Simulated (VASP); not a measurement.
# Mg2SeS4 (F-43m) in VASP: single point with PBE

Aim: the single point of Mg2SeS4 with PBE.

Everything below comes from runs of VASP 6.6.1. Logs are shortened: lines on timing, memory, paths and dates and some standing lists are left out, and cuts for length are marked.

## (1) The cell of the first run

It takes space group F-43m (No. 216, cubic). The conventional cell has a = 9.163 Å, b = 9.163 Å, c = 9.163 Å, α = 90.00°, β = 90.00°, γ = 90.00°. Mg (site symmetry -43m) has 4 Mg at 3.97 Å and 4 Se at 3.97 Å and 12 S at 4.00 Å within 5.2 Å. Within 3.6 Å of Mg (site symmetry -43m) lie 4 S at 2.73 Å. Se (site symmetry -43m) has 12 S at 3.74 Å and 10 Mg at 3.97 to 4.58 Å within 4.9 Å. Within 2.7 Å of S (site symmetry 3m) lie 3 S at 2.03 Å.

## (2) Single point, PBE

INCAR

```
SYSTEM = Mg2SeS4
PREC = Accurate
ENCUT = 520
EDIFF = 1E-6
ISMEAR = 0
SIGMA = 0.1
LREAL = .FALSE.
LASPH = .TRUE.
NELM = 60
ALGO = Normal
ISIF = 2
LWAVE = .FALSE.
LCHARG = .FALSE.
GGA = PE
NBANDS = 26
```

KPOINTS

```
regular mesh
0
G
  4 4 4
  0 0 0
```

POSCAR

```
Mg2SeS4
1.0
    0.0000000000      4.5816250700      4.5816250700
    4.5816250700      0.0000000000      4.5816250700
    4.5816250700      4.5816250700      0.0000000000
Mg Se S
2 1 4
Direct
    0.2500000000      0.2500000000      0.2500000000
    0.5000000000      0.5000000000      0.5000000000
    0.0000000000      0.0000000000      0.0000000000
    0.6718449300      0.6718449300      0.6718449300
    0.6718449300      0.6718449300      0.9844652100
    0.6718449300      0.9844652100      0.6718449300
    0.9844652100      0.6718449300      0.6718449300
```

Potentials or basis: VASP PAW PBE potentials, release 64 (Mg, Se, S).

On the command line:

```
cat potpaw_PBE.64/Mg/POTCAR potpaw_PBE.64/Se/POTCAR potpaw_PBE.64/S/POTCAR > POTCAR
mpirun -np 1 vasp_std > vasp.out
```

OUTCAR:

```text
SYSTEM = Mg2SeS4
   PREC = Accurate
   ENCUT = 520
   EDIFF = 1E-6
   ISMEAR = 0
   LREAL = .FALSE.
   LASPH = .TRUE.
   NELM = 60
   ISIF = 2
   GGA = PE

 ion  position               nearest neighbor table
   1  0.250  0.250  0.250-
   2  0.500  0.500  0.500-   4 2.73   5 2.73   6 2.73   7 2.73
   3  0.000  0.000  0.000-
   4  0.672  0.672  0.672-   5 2.03   6 2.03   7 2.03   2 2.73
   5  0.672  0.672  0.984-   4 2.03   6 2.03   7 2.03   2 2.73
   6  0.672  0.984  0.672-   4 2.03   5 2.03   7 2.03   2 2.73
   7  0.984  0.672  0.672-   4 2.03   5 2.03   6 2.03   2 2.73

  LATTYP: Found a face centered cubic cell.
 ALAT       =     9.1632501400

  Lattice vectors:

 A1 = (   0.0000000000,   4.5816250700,   4.5816250700)
 A2 = (   4.5816250700,   0.0000000000,   4.5816250700)
 A3 = (   4.5816250700,   4.5816250700,   0.0000000000)

Analysis of symmetry for initial positions (statically):
=====================================================================
 Subroutine PRICEL returns:
 Original cell was already a primitive cell.

 Routine SETGRP: Setting up the symmetry group for a
 face centered cubic supercell.

 Subroutine GETGRP returns: Found 24 space group operations
 (whereof 24 operations were pure point group operations)
 out of a pool of 48 trial point group operations.

The static configuration has the point symmetry T_d .

Analysis of symmetry for dynamics (positions and initial velocities):
=====================================================================
 Subroutine PRICEL returns:
 Original cell was already a primitive cell.

 Routine SETGRP: Setting up the symmetry group for a
 face centered cubic supercell.

 Subroutine GETGRP returns: Found 24 space group operations
 (whereof 24 operations were pure point group operations)
 out of a pool of 48 trial point group operations.

The dynamic configuration has the point symmetry T_d .

 Subroutine INISYM returns: Found 24 space group operations
 (whereof 24 operations are pure point group operations),
 and found     1 'primitive' translations

----------------------------------------------------------------------------------------

                                     Primitive cell

  volume of cell :     192.3484

  direct lattice vectors                    reciprocal lattice vectors
[... 80 lines left out ...]
   EDIFF  = 0.1E-05   stopping-criterion for ELM
   LREAL  =      F    real-space projection
   EDIFFG = 0.1E-04   stopping-criterion for IOM
   NSW    =      0    number of steps for IOM
   IBRION =     -1    ionic relax: 0-MD 1-quasi-New 2-CG
   NFREE  =      0    steps in history (QN), initial steepest desc. (CG)
   ISIF   =      2    stress and relaxation
   ISYM   =      2    0-nonsym 1-usesym 2-fastsym
   POTIM  = 0.5000    time-step for ionic-motion
   TEBEG  =    0.0;   TEEND  =   0.0 temperature during run
   PSTRESS=    0.0 pullay stress
   NELECT =      34.0000    total number of electrons
   NUPDOWN=      -1.0000    fix difference up-down
   EMIN   =  10.00;   EMAX   =-10.00  energy-range for DOS
   EFERMI =   0.00;   METHOD = LEGACY
   ISMEAR =     0;   SIGMA  =   0.10  broadening in eV -4-tet -1-fermi 0-gaus
   EFERMI_NEDOS =   21; number of points for ismear=-14 and -15
   IALGO  =     38    algorithm
   IMIX   =      4    mixing-type and parameters
     AMIX     =   0.40;   BMIX     =  1.00
     AMIX_MAG =   1.60;   BMIX_MAG =  1.00
  volume/ion in A,a.u.               =      27.48       185.43
  Fermi-wavevector in a.u.,A,eV,Ry     =   0.918766  1.736216 11.485100  0.844131
  Thomas-Fermi vector in A             =   2.043885
   LORBIT       =      0    0 simple, 1 ext, 2 COOP (PROOUT), +10 PAW based schemes
   GGA     = PE    functional components
   LHFCALC =     F    Hartree Fock is set to
   AEXX    =    0.0000 exact exchange contribution
   IVDW    =     0    specifies the selected vdW correction
   LEPSILON=     F    determine dielectric tensor
   LRPA    =     F    only Hartree local field effects (RPA)
 non-spin polarized calculation
 Gauss-broadening in eV      SIGMA  =   0.10
  energy-cutoff  :      520.00
  volume of cell :      192.35
 maximum number of plane-waves:      5218
   NGX = 25   NGY = 25   NGZ = 25

 number of electron      33.9999995 magnetization

 Free energy of the ion-electron system (eV)
  ---------------------------------------------------
  ext. energy  EPLUGINS =         0.00000000
  ---------------------------------------------------
  free energy    TOTEN  =       -13.08836739 eV

  energy without entropy =      -13.02877121  energy(sigma->0) =      -13.05856930

 E-fermi :   2.6971     XC(G=0):  -8.1706

 val. band max:        2.6893135253   @ k =   0.5000   0.5000   0.0000
 cond. band min:       2.7074854066   @ k =  -0.2500   0.5000   0.2500
 fundamental gap:      0.0181718813
 Fermi energy:         2.6970545389

 k-point     1 :       0.0000    0.0000    0.0000
  band No.  band energies     occupation
      1     -19.7361      2.00000
      2     -11.4606      2.00000
      3     -11.4606      2.00000
      4     -11.4606      2.00000
      5      -8.7445      2.00000
      6      -6.3047      2.00000
[... 221 lines left out ...]
     25       6.2741      0.00000
     26       6.8340      0.00000

------------------------ aborting loop because EDIFF is reached ----------------------------------------

  FORCE on cell =-STRESS in cart. coord.  units (eV):
  Direction    XX          YY          ZZ          XY          YZ          ZX
  --------------------------------------------------------------------------------------
  -------------------------------------------------------------------------------------
  Total       10.4945810     10.4945810     10.4945810      0.0000000      0.0000000      0.0000000
  in kB       87.4152195     87.4152195     87.4152195      0.0000000      0.0000000      0.0000000
  external PRESSURE =      87.4152195 kB  Pullay stress =       0.0000000 kB

 VOLUME and BASIS-vectors are now :
 -----------------------------------------------------------------------------
  energy-cutoff  :      520.00
  volume of cell :      192.35
      direct lattice vectors                 reciprocal lattice vectors
     0.000000000  4.581625070  4.581625070    -0.109131584  0.109131584  0.109131584
     4.581625070  0.000000000  4.581625070     0.109131584 -0.109131584  0.109131584
     4.581625070  4.581625070  0.000000000     0.109131584  0.109131584 -0.109131584

 POSITION                                       TOTAL-FORCE (eV/Angst)
 -----------------------------------------------------------------------------------
      2.29081      2.29081      2.29081        -0.000000      0.000000     -0.000000
      4.58163      4.58163      4.58163         0.000000      0.000000     -0.000000
      0.00000      0.00000      0.00000        -0.000000      0.000000     -0.000000
      6.15628      6.15628      6.15628        -5.530512     -5.530512     -5.530512
      7.58859      7.58859      6.15628         5.530512      5.530512     -5.530512
      7.58859      6.15628      7.58859         5.530512     -5.530512      5.530512
      6.15628      7.58859      7.58859        -5.530512      5.530512      5.530512
 -----------------------------------------------------------------------------------
    total drift:                                0.000000      0.000000      0.000000

  FREE ENERGIE OF THE ION-ELECTRON SYSTEM (eV)
  ---------------------------------------------------
  free  energy   TOTEN  =       -13.0883673882 eV

  energy  without entropy=      -13.0287712084  energy(sigma->0) =      -13.05856930
```

OSZICAR:

```text
N       E                     dE             d eps       ncg     rms          rms(c)
DAV:   1     0.182492737102E+03    0.18249E+03   -0.13038E+04   416   0.106E+03
DAV:   2     0.392959497419E+01   -0.17856E+03   -0.17084E+03   570   0.180E+02
DAV:   3    -0.139815584854E+02   -0.17911E+02   -0.17556E+02   518   0.612E+01
DAV:   4    -0.143427902521E+02   -0.36123E+00   -0.35941E+00   464   0.978E+00
DAV:   5    -0.143527562656E+02   -0.99660E-02   -0.99611E-02   542   0.159E+00    0.407E+01
DAV:   6    -0.133152554091E+02    0.10375E+01   -0.33411E+00   484   0.548E+00    0.245E+01
DAV:   7    -0.139140125083E+02   -0.59876E+00   -0.54209E+00   528   0.600E+00    0.104E+01
DAV:   8    -0.130976413609E+02    0.81637E+00   -0.89868E-01   528   0.392E+00    0.152E+00
DAV:   9    -0.131035144546E+02   -0.58731E-02   -0.39363E-01   512   0.175E+00    0.117E+00
DAV:  10    -0.130895563390E+02    0.13958E-01   -0.89804E-02   528   0.787E-01    0.418E-01
DAV:  11    -0.130887025952E+02    0.85374E-03   -0.76984E-03   530   0.302E-01    0.232E-01
DAV:  12    -0.130889925901E+02   -0.28999E-03   -0.64949E-04   460   0.118E-01    0.153E-01
DAV:  13    -0.130884009853E+02    0.59160E-03   -0.62227E-04   552   0.759E-02    0.614E-02
DAV:  14    -0.130884079561E+02   -0.69708E-05   -0.38148E-04   516   0.538E-02    0.734E-02
DAV:  15    -0.130883837790E+02    0.24177E-04   -0.36888E-05   480   0.197E-02    0.368E-02
DAV:  16    -0.130883680200E+02    0.15759E-04   -0.21040E-05   534   0.136E-02    0.111E-02
DAV:  17    -0.130883673882E+02    0.63184E-06   -0.24499E-06   326   0.570E-03
   1 F= -.13088367E+02 E0= -.13058569E+02  d E =-.595962E-01
```

stdout:

```text
POSCAR found type information on POSCAR MgSeS
 POSCAR found :  3 types and       7 ions
 scaLAPACK will be used
 LDA part: xc-table for (Slater+PW92), standard interpolation
 POSCAR, INCAR and KPOINTS ok, starting setup
 FFT: planning ... GRIDC
 FFT: planning ... GRID_SOFT
 FFT: planning ... GRID
 WAVECAR not read
 entering main loop
```

Wall time 31 s (1 thread of AMD EPYC 9R45 (Zen 5), shared host); peak memory 0.3 GiB.

What came out:

- Free energy: -13.0884 eV
- Pressure: 8.7 GPa
- Largest force: 9.579 eV/Å
- Band gap on the k mesh: zero (band 17 reaches 3.10 eV, above the bottom of band 18 at 2.58 eV)

Forces in eV/Å, atoms in the order of the input:
```
Mg   0.000  0.000  0.000
Mg   0.000  0.000  0.000
Se   0.000  0.000  0.000
S   -5.531 -5.531 -5.531
S    5.531  5.531 -5.531
S    5.531 -5.531  5.531
S   -5.531  5.531  5.531
```

Levels at points of the mesh, in eV from the Fermi level:
| k point | band 13 | band 14 | band 15 | band 16 | band 17 | band 18 | band 19 | band 20 |
| --- | --- | --- | --- | --- | --- | --- | --- | --- |
| (0.00, 0.00, 0.00) | -1.23 | -1.23 | -1.07 | 0.40 | 0.40 | 0.40 | 0.65 | 0.69 |
| (0.50, 0.00, 0.00) | -1.51 | -1.51 | -0.66 | -0.12 | -0.12 | 0.08 | 0.41 | 0.97 |
| (0.50, 0.50, 0.00) | -1.87 | -1.63 | -1.44 | -0.25 | -0.01 | 0.12 | 0.12 | 0.84 |

Caveat: forces of over 1 eV/Å act on the atoms, so gaps and moduli don't describe the material at rest.
